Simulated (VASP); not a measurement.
# CaC2 (I4/mmm) in VASP: a series of runs, part 2 of 2

VASP 6.6.1. Earlier steps stand in the parts before.

## Step 5: Single point, LDA (strain +0.0750 x Voigt [0, 0, 1, 0, 0, 0])

Contents of INCAR:

```
PREC     = Accurate       # precision mode
ENCUT    = 520            # plane-wave cutoff, eV
EDIFF    = 1E-6           # SCF threshold, eV
ISMEAR   = 0              # smearing method
SIGMA    = 0.05           # smearing width, eV
LREAL    = False          # projectors in reciprocal space
LASPH    = True           # aspherical terms in the spheres
NELM     = 80             # most SCF steps
ALGO     = Normal         # electronic algorithm
ISIF     = 2              # what is computed and relaxed
LWAVE    = False          # write WAVECAR
LCHARG   = False          # write CHGCAR
GGA      = CA             # functional
NBANDS   = 16             # bands
```

Contents of KPOINTS:

```
Automatic mesh
0
Gamma
  10 10 10
```

Contents of POSCAR:

```
CaC2
1.0
   -1.9342985994      1.9342985994      3.4422695857
    1.9342985994     -1.9342985994      3.4422695857
    1.9342985994      1.9342985994     -3.4422695857
Ca C
1 2
Direct
    0.0000000000      0.0000000000      0.0000000000
    0.5978927200      0.5978927200      0.0000000000
    0.4021072800      0.4021072800      0.0000000000
```

Potentials or basis: VASP PAW LDA potentials, release 64 (Ca_sv, C).

Run with:

```bash
$ cat potpaw_LDA.64/Ca_sv/POTCAR potpaw_LDA.64/C/POTCAR > POTCAR
$ mpirun -np 1 vasp_std > vasp.out
```

OUTCAR:

```text
PREC = Accurate
   ENCUT = 520
   EDIFF = 1E-6
   ISMEAR = 0
   LREAL = False
   LASPH = True
   NELM = 80
   ISIF = 2
   GGA = CA

 ion  position               nearest neighbor table
   1  0.000  0.000  0.000-
   2  0.598  0.598  0.000-   3 1.35
   3  0.402  0.402  0.000-   2 1.35

  LATTYP: Found a body centered tetragonal cell.
 ALAT       =     3.8685971988
 C/A-ratio  =     1.7795957598

  Lattice vectors:

 A1 = (  -1.9342985994,   1.9342985994,   3.4422695857)
 A2 = (   1.9342985994,  -1.9342985994,   3.4422695857)
 A3 = (   1.9342985994,   1.9342985994,  -3.4422695857)

Analysis of symmetry for initial positions (statically):
=====================================================================
 Subroutine PRICEL returns:
 Original cell was already a primitive cell.

 Routine SETGRP: Setting up the symmetry group for a
 body centered tetragonal supercell.

 Subroutine GETGRP returns: Found 16 space group operations
 (whereof 16 operations were pure point group operations)
 out of a pool of 16 trial point group operations.
[... 160 lines left out ...]
  ext. energy  EPLUGINS =         0.00000000
  ---------------------------------------------------
  free energy    TOTEN  =       -21.67049587 eV

  energy without entropy =      -21.67049587  energy(sigma->0) =      -21.67049587

 E-fermi :   1.3997     XC(G=0):  -9.5557

 val. band max:        1.1697626160   @ k =   0.5000   0.5000   0.5000
 cond. band min:       2.0303177334   @ k =   0.5000   0.5000  -0.0000
 fundamental gap:      0.8605551175
 Fermi energy:         1.3997338914

 k-point     1 :       0.0000    0.0000    0.0000
  band No.  band energies     occupation
      1     -37.8899      2.00000
      2     -19.1684      2.00000
      3     -19.1684      2.00000
      4     -19.1036      2.00000
      5     -11.3012      2.00000
      6      -1.6164      2.00000
[... 433 lines left out ...]
      3     -19.2323      2.00000
      4     -19.1244      2.00000
      5     -10.8995      2.00000
      6      -2.8703      2.00000
[... 8 lines left out ...]
     15       8.4420      0.00000
     16       8.6435      0.00000

 [... further k-points ...]
[... 5 lines left out ...]
  --------------------------------------------------------------------------------------
  -------------------------------------------------------------------------------------
  Total       -1.4396808     -1.4396808    -10.8652717      0.0000000      0.0000000      0.0000000
  in kB      -44.7738974    -44.7738974   -337.9086162      0.0000000      0.0000000      0.0000000
  external PRESSURE =    -142.4854703 kB  Pullay stress =       0.0000000 kB

 VOLUME and BASIS-vectors are now :
 -----------------------------------------------------------------------------
  energy-cutoff  :      520.00
  volume of cell :       51.52
      direct lattice vectors                 reciprocal lattice vectors
    -1.934298599  1.934298599  3.442269586     0.000000000  0.258491631  0.145253005
     1.934298599 -1.934298599  3.442269586     0.258491631  0.000000000  0.145253005
     1.934298599  1.934298599 -3.442269586     0.258491631  0.258491631  0.000000000

 POSITION                                       TOTAL-FORCE (eV/Angst)
 -----------------------------------------------------------------------------------
      0.00000      0.00000      0.00000         0.000000      0.000000      0.000000
      0.00000      0.00000      4.11622         0.000000      0.000000     -4.960826
      0.00000      0.00000      2.76832        -0.000000     -0.000000      4.960826
 -----------------------------------------------------------------------------------
    total drift:                                0.000000      0.000000      0.000000

  FREE ENERGIE OF THE ION-ELECTRON SYSTEM (eV)
  ---------------------------------------------------
  free  energy   TOTEN  =       -21.6704958738 eV

  energy  without entropy=      -21.6704958738  energy(sigma->0) =      -21.67049587
```

OSZICAR:

```text
N       E                     dE             d eps       ncg     rms          rms(c)
DAV:   1     0.110280427228E+03    0.11028E+03   -0.87517E+03  3272   0.105E+03
DAV:   2    -0.181040759307E+02   -0.12838E+03   -0.12335E+03  4280   0.260E+02
DAV:   3    -0.234483418368E+02   -0.53443E+01   -0.53230E+01  4296   0.519E+01
DAV:   4    -0.236893862425E+02   -0.24104E+00   -0.24095E+00  5176   0.934E+00
DAV:   5    -0.236909224630E+02   -0.15362E-02   -0.15361E-02  4280   0.804E-01    0.794E+00
DAV:   6    -0.218332509235E+02    0.18577E+01   -0.41613E+00  3912   0.965E+00    0.379E+00
DAV:   7    -0.216834340947E+02    0.14982E+00   -0.10895E+00  5008   0.508E+00    0.151E+00
DAV:   8    -0.216771921995E+02    0.62419E-02   -0.17101E-01  3992   0.240E+00    0.417E-01
DAV:   9    -0.216702812677E+02    0.69109E-02   -0.32366E-02  4320   0.972E-01    0.107E-01
DAV:  10    -0.216704995448E+02   -0.21828E-03   -0.23204E-03  4936   0.299E-01    0.573E-02
DAV:  11    -0.216705357757E+02   -0.36231E-04   -0.71272E-05  4824   0.517E-02    0.419E-02
DAV:  12    -0.216704954602E+02    0.40315E-04   -0.14960E-04  4272   0.759E-02    0.628E-03
DAV:  13    -0.216704959247E+02   -0.46443E-06   -0.12883E-05  4768   0.231E-02    0.404E-03
DAV:  14    -0.216704958738E+02    0.50831E-07   -0.38453E-07  2400   0.529E-03
   1 F= -.21670496E+02 E0= -.21670496E+02  d E =-.183247E-13
```

stdout:

```text
POSCAR found type information on POSCAR CaC
 POSCAR found :  2 types and       3 ions
 scaLAPACK will be used
 LDA part: xc-table for (Slater(with rela. corr.)+CA(PZ))
 , standard interpolation
 POSCAR, INCAR and KPOINTS ok, starting setup
 FFT: planning ... GRIDC
 FFT: planning ... GRID_SOFT
 FFT: planning ... GRID
 WAVECAR not read
 entering main loop
```

Run time: 3.8 min. Hardware: 1 thread of Intel Xeon 8259CL, shared host; peak memory 0.22 GiB.

What came out:

```
Free energy            : -21.6705 eV
Pressure               : -14.2 GPa
Largest force          : 4.961 eV/Å
Band gap on the k mesh : 0.86 eV, indirect (least direct gap 1.91 eV)
```

Forces on the atoms (eV/Å):
```
Ca   0.000  0.000  0.000
C    0.000  0.000 -4.961
C    0.000  0.000  4.961
```

Stress tensor (GPa, compression positive):
```
 -4.48   0.00   0.00
  0.00  -4.48   0.00
  0.00   0.00 -33.79
```

Levels at points of the mesh, in eV from the valence-band top:
| k point | band 7 | band 8 | band 9 | band 10 | band 11 | band 12 |
| --- | --- | --- | --- | --- | --- | --- |
| (0.00, 0.00, 0.00) | -2.73 | -0.94 | -0.94 | 2.78 | 2.78 | 3.65 |
| (0.50, 0.00, 0.00) | -2.54 | -1.77 | -1.06 | 4.02 | 5.07 | 5.50 |
| (0.50, 0.50, 0.00) | -2.66 | -1.67 | -1.05 | 0.86 | 4.38 | 5.96 |
| (0.50, 0.50, 0.50) | -1.48 | -1.48 | 0.00 | 2.85 | 5.17 | 5.38 |

Caveat: the cell differs from its parent crystal (strain +0.0750 x Voigt [0, 0, 1, 0, 0, 0]); forces of over 1 eV/Å act on the atoms, so gaps and moduli don't describe the material at rest.

## Step 6: Single point, LDA (strain +0.1000 x Voigt [0, 0, 1, 0, 0, 0])

Contents of INCAR:

```
PREC = Accurate ; ENCUT = 520
EDIFF = 1E-6 ; ISMEAR = 0
SIGMA = 0.05 ; LREAL = False
LASPH = True ; NELM = 60
ALGO = Normal ; ISIF = 2
LWAVE = False ; LCHARG = False
GGA = CA ; NBANDS = 16
```

Contents of KPOINTS:

```
regular mesh
0
Gamma
  10 10 10
```

Contents of POSCAR:

```
CaC2
1.0
   -1.9342985994      1.9342985994      3.5223223668
    1.9342985994     -1.9342985994      3.5223223668
    1.9342985994      1.9342985994     -3.5223223668
Ca C
1 2
Direct
    0.0000000000      0.0000000000      0.0000000000
    0.5978927200      0.5978927200      0.0000000000
    0.4021072800      0.4021072800      0.0000000000
```

Potentials or basis: VASP PAW LDA potentials, release 64 (Ca_sv, C).

Run with:

```bash
$ cat potpaw_LDA.64/Ca_sv/POTCAR potpaw_LDA.64/C/POTCAR > POTCAR
$ mpirun -np 1 vasp_std > vasp.out
```

Wall time 3.2 min (1 thread of Intel Xeon 8259CL, shared host); peak memory 0.23 GiB.

The run converged. Its results:

```
Free energy            : -21.3962 eV
Pressure               : -16.3 GPa
Largest force          : 6.088 eV/Å
Band gap on the k mesh : 0.77 eV, indirect (least direct gap 1.81 eV)
```

Forces on the atoms (eV/Å):
```
Ca   0.000  0.000  0.000
C    0.000  0.000 -6.088
C    0.000  0.000  6.088
```

Stress tensor (GPa, compression positive):
```
 -4.70   0.00   0.00
  0.00  -4.70   0.00
  0.00   0.00 -39.44
```

Levels at points of the mesh, in eV from the valence-band top:
```
           k point  band 7  band 8  band 9  band 10  band 11  band 12
(0.00, 0.00, 0.00)   -2.72   -0.92   -0.92     2.68     2.68     3.49
(0.50, 0.00, 0.00)   -2.60   -1.74   -1.11     3.76     4.82     5.35
(0.50, 0.50, 0.00)   -2.63   -1.68   -1.04     0.77     3.99     5.83
(0.50, 0.50, 0.50)   -1.43   -1.43    0.00     2.79     5.02     5.02
```

Caveat: the cell differs from its parent crystal (strain +0.1000 x Voigt [0, 0, 1, 0, 0, 0]); forces of over 1 eV/Å act on the atoms, so gaps and moduli don't describe the material at rest. A k mesh can miss the band edges.

## Step 7: The runs side by side

| cell | gap on the mesh (eV) | pressure (GPa) | largest force (eV/Å) |
| --- | --- | --- | --- |
| a = 4.091 Å, angles 123.6, 123.6, 83.9°, 3 atoms | 1.35 | 7.7 | 5.61 |
| a = 4.151 Å, angles 124.5, 124.5, 82.4°, 3 atoms | 1.26 | 1.2 | 2.65 |
| a = 4.334 Å, angles 127.0, 127.0, 78.3°, 3 atoms | 0.96 | -11.6 | 3.57 |
| a = 4.397 Å, angles 127.8, 127.8, 76.9°, 3 atoms | 0.86 | -14.2 | 4.96 |
| a = 4.460 Å, angles 128.6, 128.6, 75.7°, 3 atoms | 0.77 | -16.3 | 6.09 |

Alike in all rows: task single point; level LDA; potentials or basis VASP PAW LDA potentials, release 64 (Ca_sv, C); no spin polarisation; k mesh 10 × 10 × 10; cutoff (eV) 520; smearing gaussian 0.05 eV.

Caveats: forces of over 1 eV/Å act on the atoms, so gaps and moduli don't describe the material at rest.

Absolute energies hang on the potentials; compare differences alone.
